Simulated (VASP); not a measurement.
# TiPt3 (Pm-3m) in VASP: notebook

Aim: see how the results for TiPt3 move with the level of theory and the settings. Levels: LDA, r2SCAN. Tasks: relaxation of cell and atoms.

Everything below comes from runs of VASP 6.6.1. Logs are shortened: lines on timing, memory, paths and dates and some standing lists are left out, and cuts for length are marked.

### Step 1. The cell of the first run

The structure is cubic, space group Pm-3m (No. 221). Conventional cell: a = 3.897 Å, b = 3.897 Å, c = 3.897 Å, α = 90.00°, β = 90.00°, γ = 90.00°. Within 3.6 Å of Ti (site symmetry m-3m) lie 12 Pt at 2.76 Å. Within 3.6 Å of Pt (site symmetry 4/mmm) lie 4 Ti at 2.76 Å and 8 Pt at 2.76 Å.

### Step 2. Relaxation of cell and atoms, LDA

INCAR

```
  PREC = Accurate
  ENCUT = 600
  EDIFF = 1E-6
  ISMEAR = -1
  SIGMA = 0.1
  LREAL = False
  LASPH = True
  NELM = 60
  ALGO = Normal
  ISIF = 3
  LWAVE = False
  LCHARG = False
  GGA = CA
  IBRION = 2
  NSW = 80
  EDIFFG = -0.01
```

KPOINTS

```
regular mesh
0
Gamma
  8 8 8
```

POSCAR

```
TiPt3
1.0
    3.8970000000      0.0000000000      0.0000000000
    0.0000000000      3.8970000000      0.0000000000
    0.0000000000      0.0000000000      3.8970000000
Ti Pt
1 3
Direct
    0.0000000000      0.0000000000      0.0000000000
    0.0000000000      0.5000000000      0.5000000000
    0.5000000000      0.0000000000      0.5000000000
    0.5000000000      0.5000000000      0.0000000000
```

Potentials or basis: VASP PAW LDA potentials, release 64 (Ti_sv, Pt).

On the command line:

```sh
cat potpaw_LDA.64/Ti_sv/POTCAR potpaw_LDA.64/Pt/POTCAR > POTCAR
mpirun -np 1 vasp_std > vasp.out
```

OUTCAR:

```text
PREC = Accurate
   ENCUT = 600
   EDIFF = 1E-6
   ISMEAR = -1
   LREAL = False
   LASPH = True
   NELM = 60
   ISIF = 3
   GGA = CA
   IBRION = 2
   NSW = 80
   EDIFFG = -0.01

 ion  position               nearest neighbor table
   1  0.000  0.000  0.000-   2 2.76   3 2.76   4 2.76   2 2.76   3 2.76   2 2.76   4 2.76   2 2.76
                             3 2.76   4 2.76   3 2.76   4 2.76
   2  0.000  0.500  0.500-   1 2.76   3 2.76   4 2.76   1 2.76   4 2.76   1 2.76   3 2.76   1 2.76
                             3 2.76   4 2.76   4 2.76   3 2.76
   3  0.500  0.000  0.500-   1 2.76   2 2.76   4 2.76   1 2.76   4 2.76   2 2.76   4 2.76   4 2.76
                             1 2.76   2 2.76   1 2.76   2 2.76
   4  0.500  0.500  0.000-   1 2.76   2 2.76   3 2.76   2 2.76   3 2.76   1 2.76   3 2.76   3 2.76
                             1 2.76   2 2.76   2 2.76   1 2.76

  LATTYP: Found a simple cubic cell.
 ALAT       =     3.8970000000

  Lattice vectors:

 A1 = (   3.8970000000,   0.0000000000,   0.0000000000)
 A2 = (   0.0000000000,   3.8970000000,   0.0000000000)
 A3 = (   0.0000000000,   0.0000000000,   3.8970000000)

Analysis of symmetry for initial positions (statically):
=====================================================================
 Subroutine PRICEL returns:
 Original cell was already a primitive cell.

 Routine SETGRP: Setting up the symmetry group for a
 simple cubic supercell.

 Subroutine GETGRP returns: Found 48 space group operations
 (whereof 48 operations were pure point group operations)
 out of a pool of 48 trial point group operations.

The static configuration has the point symmetry O_h .

Analysis of symmetry for dynamics (positions and initial velocities):
=====================================================================
 Subroutine PRICEL returns:
 Original cell was already a primitive cell.

 Routine SETGRP: Setting up the symmetry group for a
 simple cubic supercell.

 Subroutine GETGRP returns: Found 48 space group operations
 (whereof 48 operations were pure point group operations)
 out of a pool of 48 trial point group operations.

The dynamic configuration has the point symmetry O_h .

 Subroutine INISYM returns: Found 48 space group operations
 (whereof 48 operations are pure point group operations),
 and found     1 'primitive' translations

----------------------------------------------------------------------------------------

                                     Primitive cell

  volume of cell :      59.1822

  direct lattice vectors                    reciprocal lattice vectors
     3.897000000  0.000000000  0.000000000     0.256607647  0.000000000  0.000000000
     0.000000000  3.897000000  0.000000000     0.000000000  0.256607647  0.000000000
     0.000000000  0.000000000  3.897000000     0.000000000  0.000000000  0.256607647

  length of vectors
     3.897000000  3.897000000  3.897000000     0.256607647  0.256607647  0.256607647

  position of ions in fractional coordinates (direct lattice)
     0.000000000  0.000000000  0.000000000
     0.000000000  0.500000000  0.500000000
     0.500000000  0.000000000  0.500000000
     0.500000000  0.500000000  0.000000000

  ion indices of the primitive-cell ions
   primitive index   ion index
                 1           1
                 2           2
                 3           3
                 4           4

----------------------------------------------------------------------------------------

 KPOINTS: regular mesh

Automatic generation of k-mesh.
 Grid dimensions read from file:
 generate k-points for:    8    8    8

 Generating k-lattice:

  Cartesian coordinates                     Fractional coordinates (reciprocal lattice)
     0.032075956  0.000000000  0.000000000     0.125000000  0.000000000  0.000000000
     0.000000000  0.032075956  0.000000000     0.000000000  0.125000000  0.000000000
     0.000000000  0.000000000  0.032075956     0.000000000  0.000000000  0.125000000

  Length of vectors
     0.032075956  0.032075956  0.032075956

  Shift w.r.t. Gamma in fractional coordinates (k-lattice)
     0.000000000  0.000000000  0.000000000

 Subroutine IBZKPT returns following result:
 ===========================================

 Found     35 irreducible k-points:

 Following reciprocal coordinates:
            Coordinates               Weight
  0.000000  0.000000  0.000000      1.000000
  0.125000  0.000000  0.000000      6.000000
  0.250000  0.000000  0.000000      6.000000
  0.375000  0.000000  0.000000      6.000000
  0.500000  0.000000  0.000000      3.000000
  0.125000  0.125000  0.000000     12.000000
[... 16 lines left out ...]
  0.375000  0.375000  0.125000     24.000000
  0.500000  0.375000  0.125000     24.000000
 [... further k-points ...]
   k-points           NKPTS =     35   k-points in BZ     NKDIM =     35   number of bands    NBANDS=     25
   number of dos      NEDOS =    301   number of ions     NIONS =      4
   total plane-waves  NPLWV =  32768
   dimension x,y,z NGX =    32 NGY =   32 NGZ =   32
   dimension x,y,z NGXF=    64 NGYF=   64 NGZF=   64
   ions per type =               1   3
   NGX,Y,Z   is equivalent  to a cutoff of  13.65, 13.65, 13.65 a.u.
   NGXF,Y,Z  is equivalent  to a cutoff of  27.30, 27.30, 27.30 a.u.
 SYSTEM =  unknown system
   PREC   = accura    normal or accurate (medium, high low for compatibility)
   ISTART =      0    job   : 0-new  1-cont  2-samecut
   ICHARG =      2    charge: 1-file 2-atom 10-const
   ISPIN  =      1    spin polarized calculation?
   LNONCOLLINEAR =      F non collinear calculations
   LSORBIT =      F    spin-orbit coupling
   LASPH  =      T    aspherical Exc in radial PAW
   ENCUT  =  600.0 eV  44.10 Ry    6.64 a.u.   7.78  7.78  7.78*2*pi/ulx,y,z
   NELM   =     60;   NELMIN=  2; NELMDL= -5     # of ELM steps
   EDIFF  = 0.1E-05   stopping-criterion for ELM
   LREAL  =      F    real-space projection
   EDIFFG = -.1E-01   stopping-criterion for IOM
   NSW    =     80    number of steps for IOM
   IBRION =      2    ionic relax: 0-MD 1-quasi-New 2-CG
   NFREE  =      1    steps in history (QN), initial steepest desc. (CG)
   ISIF   =      3    stress and relaxation
   ISYM   =      2    0-nonsym 1-usesym 2-fastsym
   POTIM  = 0.5000    time-step for ionic-motion
   TEBEG  =    0.0;   TEEND  =   0.0 temperature during run
   PSTRESS=    0.0 pullay stress
   NELECT =      42.0000    total number of electrons
   NUPDOWN=      -1.0000    fix difference up-down
   EMIN   =  10.00;   EMAX   =-10.00  energy-range for DOS
   EFERMI =   0.00;   METHOD = LEGACY
   ISMEAR =    -1;   SIGMA  =   0.10  broadening in eV -4-tet -1-fermi 0-gaus
   EFERMI_NEDOS =   21; number of points for ismear=-14 and -15
   IALGO  =     38    algorithm
   IMIX   =      4    mixing-type and parameters
     AMIX     =   0.40;   BMIX     =  1.00
     AMIX_MAG =   1.60;   BMIX_MAG =  1.00
  volume/ion in A,a.u.               =      14.80        99.85
  Fermi-wavevector in a.u.,A,eV,Ry     =   1.460251  2.759474 29.012153  2.132333
  Thomas-Fermi vector in A             =   2.576723
   LORBIT       =      0    0 simple, 1 ext, 2 COOP (PROOUT), +10 PAW based schemes
   GGA     = CA    functional components
   LHFCALC =     F    Hartree Fock is set to
   AEXX    =    0.0000 exact exchange contribution
   IVDW    =     0    specifies the selected vdW correction
   LEPSILON=     F    determine dielectric tensor
   LRPA    =     F    only Hartree local field effects (RPA)
 conjugate gradient relaxation of ions
 non-spin polarized calculation
  energy-cutoff  :      600.00
  volume of cell :       59.18
 maximum number of plane-waves:      2000
 NGX is ok and might be reduce to    32
   NGX = 15   NGY = 15   NGZ = 15

--------------------------------------- Ionic step        1  -------------------------------------------

 number of electron      41.9999999 magnetization

 Free energy of the ion-electron system (eV)
  ---------------------------------------------------
  ext. energy  EPLUGINS =         0.00000000
  ---------------------------------------------------
  free energy    TOTEN  =       -34.64339039 eV

  energy without entropy =      -34.57859143  energy(sigma->0) =      -34.61099091

------------------------ aborting loop because EDIFF is reached ----------------------------------------

  FORCE on cell =-STRESS in cart. coord.  units (eV):
  Direction    XX          YY          ZZ          XY          YZ          ZX
  --------------------------------------------------------------------------------------
  -------------------------------------------------------------------------------------
  Total       -1.5389187     -1.5389187     -1.5389187     -0.0000000      0.0000000     -0.0000000
  in kB      -41.6615129    -41.6615129    -41.6615129     -0.0000000      0.0000000     -0.0000000
  external PRESSURE =     -41.6615129 kB  Pullay stress =       0.0000000 kB

 VOLUME and BASIS-vectors are now :
 -----------------------------------------------------------------------------
  energy-cutoff  :      600.00
  volume of cell :       59.18
      direct lattice vectors                 reciprocal lattice vectors
     3.897000000  0.000000000  0.000000000     0.256607647  0.000000000  0.000000000
     0.000000000  3.897000000  0.000000000     0.000000000  0.256607647  0.000000000
     0.000000000  0.000000000  3.897000000     0.000000000  0.000000000  0.256607647
[... 39 lines left out ...]
 POSITION                                       TOTAL-FORCE (eV/Angst)
 -----------------------------------------------------------------------------------
      0.00000      0.00000      0.00000        -0.000000      0.000000      0.000000
     -0.00000      1.91234      1.91234         0.000000      0.000000     -0.000000
      1.91234      0.00000      1.91234        -0.000000     -0.000000      0.000000
      1.91234      1.91234     -0.00000        -0.000000      0.000000      0.000000
 -----------------------------------------------------------------------------------
    total drift:                                0.000000     -0.000000     -0.000000

  FREE ENERGIE OF THE ION-ELECTRON SYSTEM (eV)
  ---------------------------------------------------
  free  energy   TOTEN  =       -34.5659136514 eV

  energy  without entropy=      -34.5026463514  energy(sigma->0) =      -34.53428000

--------------------------------------- Ionic step        3  -------------------------------------------

 number of electron      42.0000004 magnetization

 Free energy of the ion-electron system (eV)
  ---------------------------------------------------
  ext. energy  EPLUGINS =         0.00000000
  ---------------------------------------------------
  free energy    TOTEN  =       -34.65526648 eV

  energy without entropy =      -34.59092232  energy(sigma->0) =      -34.62309440

 E-fermi :  11.9503     XC(G=0): -13.5910

 val. band max:       11.8164377772   @ k =   0.1250   0.1250   0.1250
 cond. band min:      11.9829152906   @ k =   0.5000   0.1250   0.1250
 fundamental gap:      0.1664775134
 Fermi energy:        11.9503384963

 k-point     1 :       0.0000    0.0000    0.0000
  band No.  band energies     occupation
      1     -45.4249      2.00000
      2     -22.0410      2.00000
      3     -22.0410      2.00000
      4     -22.0410      2.00000
      5       1.6115      2.00000
      6       4.3838      2.00000
[... 17 lines left out ...]
     24      13.5880      0.00000
     25      13.5880      0.00000
[... 621 lines left out ...]
      3     -22.0614      2.00000
      4     -22.0511      2.00000
      5       4.9009      2.00000
      6       5.2511      2.00000
[... 17 lines left out ...]
     24      12.7712      0.00054
     25      13.2516      0.00000

 [... further k-points ...]

------------------------ aborting loop because EDIFF is reached ----------------------------------------

  FORCE on cell =-STRESS in cart. coord.  units (eV):
  Direction    XX          YY          ZZ          XY          YZ          ZX
  --------------------------------------------------------------------------------------
  -------------------------------------------------------------------------------------
  Total       -0.0257493     -0.0257493     -0.0257493      0.0000000      0.0000000     -0.0000000
  in kB       -0.7076815     -0.7076815     -0.7076815      0.0000000      0.0000000     -0.0000000
  external PRESSURE =      -0.7076815 kB  Pullay stress =       0.0000000 kB

 VOLUME and BASIS-vectors are now :
 -----------------------------------------------------------------------------
  energy-cutoff  :      600.00
  volume of cell :       58.30
      direct lattice vectors                 reciprocal lattice vectors
     3.877447658  0.000000000 -0.000000000     0.257901612  0.000000000 -0.000000000
    -0.000000000  3.877447658 -0.000000000    -0.000000000  0.257901612 -0.000000000
     0.000000000  0.000000000  3.877447658     0.000000000  0.000000000  0.257901612

 POSITION                                       TOTAL-FORCE (eV/Angst)
 -----------------------------------------------------------------------------------
      0.00000      0.00000      0.00000        -0.000000     -0.000000      0.000000
     -0.00000      1.93872      1.93872         0.000000      0.000000      0.000000
      1.93872      0.00000      1.93872        -0.000000      0.000000      0.000000
      1.93872      1.93872     -0.00000        -0.000000     -0.000000      0.000000
 -----------------------------------------------------------------------------------
    total drift:                                0.000000     -0.000000     -0.000000

  FREE ENERGIE OF THE ION-ELECTRON SYSTEM (eV)
  ---------------------------------------------------
  free  energy   TOTEN  =       -34.6552664777 eV

  energy  without entropy=      -34.5909223205  energy(sigma->0) =      -34.62309440

 reached required accuracy - stopping structural energy minimisation
```

Run time: 2.3 min. Hardware: 1 thread of Intel Xeon 8259CL, shared host; peak memory 0.21 GiB.

Results:

```yaml
Free_energy: -34.6553 eV
Relaxed_volume: 14.57 Å³/atom
Relaxed_cell: a = 3.877 Å, b = 3.877 Å, c = 3.877 Å, α = 90.00°, β = 90.00°, γ = 90.00°
Space_group_after_relaxing_to_0.1_Å: Pm-3m (No. 221)
Energy_gained_by_relaxing: 3.0 meV/atom
Ionic_steps: 3
Pressure_after_relaxing: -0.1 GPa
Band_gap_on_the_k_mesh: zero (bands 21 and 22 overlap by 1.89 eV)
```

Step by step:
| step | energy change (eV) | largest force (eV/Å) | pressure (GPa) | volume (Å³) |
| --- | --- | --- | --- | --- |
| 1 | 0.0000 | 0.0000 | -4.17 | 59.18 |
| 2 | 0.0775 | 0.0000 | 12.78 | 55.95 |
| 3 | -0.0119 | 0.0000 | -0.07 | 58.30 |

Final structure:
```xyz
4
Lattice="3.8774 0.0000 0.0000 0.0000 3.8774 0.0000 0.0000 0.0000 3.8774" Properties=species:S:1:pos:R:3 pbc="T T T"
Ti    0.0000    0.0000    0.0000
Pt    0.0000    1.9387    1.9387
Pt    1.9387    0.0000    1.9387
Pt    1.9387    1.9387    0.0000
```

Caveat: spin-orbit coupling is left out, which moves the levels of the heavy elements. Zero-point motion and thermal expansion aren't in these numbers.

### Step 3. Relaxation of cell and atoms, r2SCAN

POSCAR is that of step 2.

INCAR.step1

```
SYSTEM = TiPt3
  ALGO = Normal
  EDIFF = 1E-4
  ENCUT = 600
  GGA = PE
  ISMEAR = -1
  LASPH = .True.
  LCHARG = .False.
  LREAL = .False.
  LWAVE = .True.
  NELM = 100
  PREC = Accurate
  SIGMA = 0.1
```

INCAR.step2

```
SYSTEM = TiPt3
  ALGO = Normal
  EDIFF = 1E-6
  EDIFFG = -0.01
  ENCUT = 600
  IBRION = 2
  ISIF = 3
  ISMEAR = -1
  ISTART = 1
  LASPH = .True.
  LCHARG = .False.
  LMIXTAU = .True.
  LREAL = .False.
  LWAVE = .False.
  METAGGA = R2SCAN
  NELM = 100
  NSW = 80
  PREC = Accurate
  SIGMA = 0.1
```

KPOINTS

```
k-points
0
Gamma
  8 8 8
  0 0 0
```

Potentials or basis: VASP PAW PBE potentials, release 64 (Ti_sv, Pt).

On the command line:

```sh
cat potpaw_PBE.64/Ti_sv/POTCAR potpaw_PBE.64/Pt/POTCAR > POTCAR
cp INCAR.step1 INCAR
mpirun -np 1 vasp_std > vasp.out
cp INCAR.step2 INCAR
mpirun -np 1 vasp_std > vasp.out
```

Run time: 9 min. Hardware: 1 thread of Intel Xeon 8259CL, shared host; peak memory 0.24 GiB.

The run converged. Its results:

* Free energy: -171.1641 eV
* Relaxed volume: 15.12 Å³/atom
* Relaxed cell: a = 3.926 Å, b = 3.926 Å, c = 3.926 Å, α = 90.00°, β = 90.00°, γ = 90.00°
* Space group after relaxing (to 0.1 Å): Pm-3m (No. 221)
* Energy gained by relaxing: 5.7 meV/atom
* Ionic steps: 3
* Pressure after relaxing: -0.1 GPa
* Band gap on the k mesh: zero (bands 21 and 22 overlap by 1.96 eV)

Step by step:
```
step  energy change (eV)  largest force (eV/Å)  pressure (GPa)  volume (Å³)
   1              0.0000                0.0000            5.84        59.18
   2              0.1202                0.0000          -12.49        63.93
   3             -0.0229                0.0000           -0.10        60.49
```

Final structure:
```
Ti Pt
1.0
     3.92551    0.00000    0.00000
     0.00000    3.92551    0.00000
     0.00000    0.00000    3.92551
Ti Pt
1 3
Cartesian
  0.0000 0.0000 0.0000
  0.0000 1.9628 1.9628
  1.9628 0.0000 1.9628
  1.9628 1.9628 0.0000
```

Levels at points of the mesh, in eV from the Fermi level:
```tsv
k point	band 19	band 20	band 21	band 22	band 23	band 24
(0.00, 0.00, 0.00)	0.04	0.04	1.49	1.49	1.65	1.65
(0.50, 0.00, 0.00)	-2.68	-1.45	-0.15	-0.15	0.04	0.63
(0.50, 0.50, 0.00)	-2.37	-2.36	-2.27	0.27	0.27	0.54
(0.50, 0.50, 0.50)	-0.68	-0.68	-0.47	-0.47	-0.47	1.23
```

Caveat: the PAW data sets were made with another functional, which shifts forces and pressure a little; spin-orbit coupling is left out, which moves the levels of the heavy elements.
